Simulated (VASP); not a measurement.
**BTe: elastic constants with PBE**

BTe:

```
CELL_PARAMETERS angstrom
0.00000 2.54649 2.54649
2.54649 0.00000 2.54649
2.54649 2.54649 0.00000
ATOMIC_POSITIONS crystal
B 0.00000 0.00000 0.00000
Te 0.50000 0.50000 0.50000
```

* Program: VASP 6.6.1
* Task: elastic constants
* Functional: PBE
* Potentials or basis: VASP PAW PBE potentials, release 64 (B, Te)
* Cutoff: 600 eV
* k mesh: 14 × 14 × 14
* Occupations: fermi-dirac, width 0.15 eV
* Spin: no spin polarisation
* Dipole correction: no
* Ions in elastic constants: relaxed
* Further INCAR settings: ALGO = Normal; EDIFF = 1e-08; IBRION = 6; POTIM = 0.015; NSW = 1; ISIF = 3

```yaml
Elastic_constants_C11_C12_C44: 175, 54, 63 GPa
Voigt_bulk_modulus: 94 GPa
Highest_phonon_frequency_at_Γ_LO-TO_splitting_left_out: 0 cm⁻¹
Most_unstable_mode: 296i cm⁻¹
```

Phonon frequencies in cm⁻¹ (negative: imaginary):
| q point | frequencies |
| --- | --- |
| (0.000, 0.000, 0.000) | -296 -296 -296 0 0 0 |

Elastic tensor in Voigt notation (GPa, in the Cartesian axes of the cell as first typed):
```
175  54  54   0   0   0
 54 175  54   0   0   0
 54  54 175   0   0   0
  0   0   0  63   0   0
  0   0   0   0  63   0
  0   0   0   0   0  63
```

Clamped-ion elastic tensor (GPa):
```
175  54  54   0   0   0
 54 175  54   0   0   0
 54  54 175   0   0   0
  0   0   0  63   0   0
  0   0   0   0  63   0
  0   0   0   0   0  63
```

Wall time 49 min on 1 thread of Intel Xeon 8259CL (shared host), peak memory 0.55 GiB.

Caveat: some modes are imaginary.
